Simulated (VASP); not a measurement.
# Se (P3_221) in VASP: further runs, part 3 of 3

VASP 6.6.1. The steps go on from the part before.

## Step 6: Electric field gradients, PBEsol

This run uses another cell than the first one, of 27.10 Å³/atom, 0.962 times its volume.

File INCAR:

```
  PREC = Accurate
  ENCUT = 520
  EDIFF = 1E-8
  ISMEAR = -1
  SIGMA = 0.02
  LREAL = F
  LASPH = T
  NELM = 100
  ALGO = Normal
  ISIF = 2
  LWAVE = F
  LCHARG = F
  GGA = PS
  LEFG = T
  NBANDS = 16
```

File KPOINTS:

```
Automatic mesh
0
Gamma
  8 8 6
```

File POSCAR:

```
Se
1.0
    4.3551696776      0.0000000000      0.0000000000
   -2.1775848388      3.7716875786      0.0000000000
    0.0000000000      0.0000000000      4.9494500000
Se
3
Direct
    0.2170000000      0.0000000000      0.1666666667
    0.0000000000      0.2170000000      0.8333333333
    0.7830000000      0.7830000000      0.5000000000
```

Potentials or basis: VASP PAW PBE potentials, release 64 (Se).

Run with:

```bash
> cat potpaw_PBE.64/Se/POTCAR > POTCAR
> mpirun -np 1 vasp_std > vasp.out
```

OUTCAR:

```text
PREC = Accurate
   ENCUT = 520
   EDIFF = 1E-8
   ISMEAR = -1
   LREAL = F
   LASPH = T
   NELM = 100
   ISIF = 2
   GGA = PS

 ion  position               nearest neighbor table
   1  0.217  0.000  0.167-   3 2.32   2 2.32
   2  0.000  0.217  0.833-   3 2.32   1 2.32
   3  0.783  0.783  0.500-   1 2.32   2 2.32

  LATTYP: Found a hexagonal cell.
 ALAT       =     4.3551696776
 C/A-ratio  =     1.1364539998

  Lattice vectors:

 A1 = (   4.3551696776,   0.0000000000,   0.0000000000)
 A2 = (  -2.1775848388,   3.7716875786,   0.0000000000)
 A3 = (   0.0000000000,   0.0000000000,   4.9494500000)

Analysis of symmetry for initial positions (statically):
=====================================================================
 Subroutine PRICEL returns:
 Original cell was already a primitive cell.

 Routine SETGRP: Setting up the symmetry group for a
 hexagonal supercell.

 Subroutine GETGRP returns: Found  6 space group operations
 (whereof  2 operations were pure point group operations)
 out of a pool of 24 trial point group operations.

The static configuration has the point symmetry C_2 .
 The point group associated with its full space group is D_3 .

Analysis of symmetry for dynamics (positions and initial velocities):
=====================================================================
 Subroutine PRICEL returns:
 Original cell was already a primitive cell.

 Routine SETGRP: Setting up the symmetry group for a
 hexagonal supercell.

 Subroutine GETGRP returns: Found  6 space group operations
 (whereof  2 operations were pure point group operations)
 out of a pool of 24 trial point group operations.

The dynamic configuration has the point symmetry C_2 .
 The point group associated with its full space group is D_3 .

 Subroutine INISYM returns: Found  6 space group operations
 (whereof  2 operations are pure point group operations),
 and found     1 'primitive' translations

----------------------------------------------------------------------------------------

                                     Primitive cell

  volume of cell :      81.3013

  direct lattice vectors                    reciprocal lattice vectors
     4.355169678  0.000000000  0.000000000     0.229612179  0.132566653  0.000000000
    -2.177584839  3.771687579  0.000000000     0.000000000  0.265133307  0.000000000
     0.000000000  0.000000000  4.949450000     0.000000000  0.000000000  0.202042651

  length of vectors
     4.355169678  4.355169678  4.949450000     0.265133307  0.265133307  0.202042651

  position of ions in fractional coordinates (direct lattice)
     0.217000000  0.000000000  0.166666667
     0.000000000  0.217000000  0.833333333
     0.783000000  0.783000000  0.500000000

  ion indices of the primitive-cell ions
   primitive index   ion index
                 1           1
                 2           2
                 3           3

----------------------------------------------------------------------------------------
[... 76 lines left out ...]
   ISIF   =      2    stress and relaxation
   ISYM   =      2    0-nonsym 1-usesym 2-fastsym
   POTIM  = 0.5000    time-step for ionic-motion
   TEBEG  =    0.0;   TEEND  =   0.0 temperature during run
   PSTRESS=    0.0 pullay stress
   NELECT =      18.0000    total number of electrons
   NUPDOWN=      -1.0000    fix difference up-down
   EMIN   =  10.00;   EMAX   =-10.00  energy-range for DOS
   EFERMI =   0.00;   METHOD = LEGACY
   ISMEAR =    -1;   SIGMA  =   0.02  broadening in eV -4-tet -1-fermi 0-gaus
   EFERMI_NEDOS =   21; number of points for ismear=-14 and -15
   IALGO  =     38    algorithm
   IMIX   =      4    mixing-type and parameters
     AMIX     =   0.40;   BMIX     =  1.00
     AMIX_MAG =   1.60;   BMIX_MAG =  1.00
  volume/ion in A,a.u.               =      27.10       182.88
  Fermi-wavevector in a.u.,A,eV,Ry     =   0.990375  1.871538 13.345180  0.980843
  Thomas-Fermi vector in A             =   2.122041
   LORBIT       =      0    0 simple, 1 ext, 2 COOP (PROOUT), +10 PAW based schemes
   GGA     = PS    functional components
   LHFCALC =     F    Hartree Fock is set to
   AEXX    =    0.0000 exact exchange contribution
   IVDW    =     0    specifies the selected vdW correction
   LEPSILON=     F    determine dielectric tensor
   LRPA    =     F    only Hartree local field effects (RPA)
 non-spin polarized calculation
  energy-cutoff  :      520.00
  volume of cell :       81.30
 maximum number of plane-waves:      2202
   NGX = 17   NGY = 17   NGZ = 19

 number of electron      17.9999997 magnetization

 Free energy of the ion-electron system (eV)
  ---------------------------------------------------
  ext. energy  EPLUGINS =         0.00000000
  ---------------------------------------------------
  free energy    TOTEN  =       -11.40655013 eV

  energy without entropy =      -11.40655013  energy(sigma->0) =      -11.40655013

 E-fermi :   3.0381     XC(G=0):  -9.0270

 val. band max:        2.6565863041   @ k =   0.5000  -0.0000   0.5000
 cond. band min:       3.7094634016   @ k =   0.3750   0.2500   0.5000
 fundamental gap:      1.0528770975
 Fermi energy:         3.0380512129

 k-point     1 :       0.0000    0.0000    0.0000
  band No.  band energies     occupation
      1     -13.5224      2.00000
      2      -9.1996      2.00000
      3      -9.1996      2.00000
      4      -1.3558      2.00000
      5      -1.3558      2.00000
      6      -1.1669      2.00000
[... 433 lines left out ...]
      3      -8.5580      2.00000
      4      -2.7774      2.00000
      5      -2.5016      2.00000
      6      -0.7693      2.00000
[... 8 lines left out ...]
     15      11.2025      0.00000
     16      12.1296      0.00000

 [... further k-points ...]
[... 5 lines left out ...]
  --------------------------------------------------------------------------------------
  -------------------------------------------------------------------------------------
  Total        1.1689198      1.1689198      2.4337429      0.0000000      0.0000000      0.0000000
  in kB       23.0354953     23.0354953     47.9609256      0.0000000      0.0000000      0.0000000
  external PRESSURE =      31.3439721 kB  Pullay stress =       0.0000000 kB

 VOLUME and BASIS-vectors are now :
 -----------------------------------------------------------------------------
  energy-cutoff  :      520.00
  volume of cell :       81.30
      direct lattice vectors                 reciprocal lattice vectors
     4.355169678  0.000000000  0.000000000     0.229612179  0.132566653  0.000000000
    -2.177584839  3.771687579  0.000000000     0.000000000  0.265133307  0.000000000
     0.000000000  0.000000000  4.949450000     0.000000000  0.000000000  0.202042651

 POSITION                                       TOTAL-FORCE (eV/Angst)
 -----------------------------------------------------------------------------------
      0.94507      0.00000      0.82491         1.068562     -0.000000      0.000000
     -0.47254      0.81846      4.12454        -0.534281      0.925402     -0.000000
      1.70505      2.95323      2.47472        -0.534281     -0.925402      0.000000
 -----------------------------------------------------------------------------------
    total drift:                                0.000001      0.000001     -0.000000

  FREE ENERGIE OF THE ION-ELECTRON SYSTEM (eV)
  ---------------------------------------------------
  free  energy   TOTEN  =       -11.4065501282 eV

  energy  without entropy=      -11.4065501281  energy(sigma->0) =      -11.40655013

 Electric field gradients (V/A^2)
---------------------------------------------------------------------
 ion       V_xx      V_yy      V_zz      V_xy      V_xz      V_yz
---------------------------------------------------------------------
   1     147.080  -337.818   190.737    -0.000     0.000  -309.062
   2    -216.593    25.856   190.737  -209.967   267.656   154.531
   3    -216.593    25.856   190.737   209.967  -267.656   154.531
---------------------------------------------------------------------

 Electric field gradients after diagonalization (V/A^2)
 (convention: |V_zz| > |V_xx| > |V_yy|)
----------------------------------------------------------------------
 ion       V_xx      V_yy      V_zz     asymmetry (V_yy - V_xx)/ V_zz
----------------------------------------------------------------------
   1     333.107   147.080  -480.187       0.387
   2     333.107   147.080  -480.187       0.387
   3     333.107   147.080  -480.187       0.387
----------------------------------------------------------------------

           NMR quadrupolar parameters

 Cq : quadrupolar parameter    Cq=e*Q*V_zz/h
 eta: asymmetry parameters     (V_yy - V_xx)/ V_zz
 Q  : nuclear electric quadrupole moment in mb (millibarn)
----------------------------------------------------------------------
 ion       Cq(MHz)       eta       Q (mb)
----------------------------------------------------------------------
   1      -1.161       0.387       1.000
   2      -1.161       0.387       1.000
   3      -1.161       0.387       1.000
----------------------------------------------------------------------
```

Wall time 55 s (1 thread of AMD EPYC 7R43 (Zen 3), shared host); peak memory 0.18 GiB.

Results:

| Property | Result |
| --- | --- |
| Free energy | -11.4066 eV |
| Pressure | 3.1 GPa |
| Largest force | 1.069 eV/Å |
| Band gap on the k mesh | 1.05 eV, indirect (least direct gap 1.12 eV) |

Forces in eV/Å, atoms in the order of the input:
```
Se   1.069  0.000  0.000
Se  -0.534  0.925  0.000
Se  -0.534 -0.925  0.000
```

Stress tensor (GPa, compression positive):
```
2.30 0.00 0.00
0.00 2.30 0.00
0.00 0.00 4.80
```

Electric field gradients, principal values (V/Å²):
| atom | least | middle | greatest (by size) |
| --- | --- | --- | --- |
| 1 Se | 147.080 | 333.107 | -480.187 |
| 2 Se | 147.080 | 333.107 | -480.187 |
| 3 Se | 147.080 | 333.107 | -480.187 |

Caveat: without QUAD_EFG the Cq values of the log hold for a quadrupole moment of 1 mb, not for the nuclei; the PAW data sets were made with another functional, which shifts forces and pressure a little. A k mesh can miss the band edges.

## Step 7: Overview

| cell | gap on the mesh (eV) | pressure (GPa) | largest force (eV/Å) |
| --- | --- | --- | --- |
| a = 4.412, b = 4.412, c = 5.015 Å, angles 90.0, 90.0, 120.0°, 3 atoms | 1.02 | 0.7 | 0.60 |
| a = 4.266, b = 4.266, c = 4.848 Å, angles 90.0, 90.0, 120.0°, 3 atoms | 1.11 | 7.8 | 1.91 |
| a = 4.326, b = 4.326, c = 4.916 Å, angles 90.0, 90.0, 120.0°, 3 atoms | 1.07 | 4.5 | 1.33 |
| a = 4.355, b = 4.355, c = 4.949 Å, angles 90.0, 90.0, 120.0°, 3 atoms | 1.05 | 3.1 | 1.07 |

Alike in all rows: task electric field gradients; level PBEsol; potentials or basis VASP PAW PBE potentials, release 64 (Se); no spin polarisation; k mesh 8 × 8 × 6; cutoff (eV) 520; smearing fermi-dirac 0.02 eV.

Caveats: the PAW data sets were made with another functional, which shifts forces and pressure a little.

Absolute energies hang on the potentials; compare differences alone.
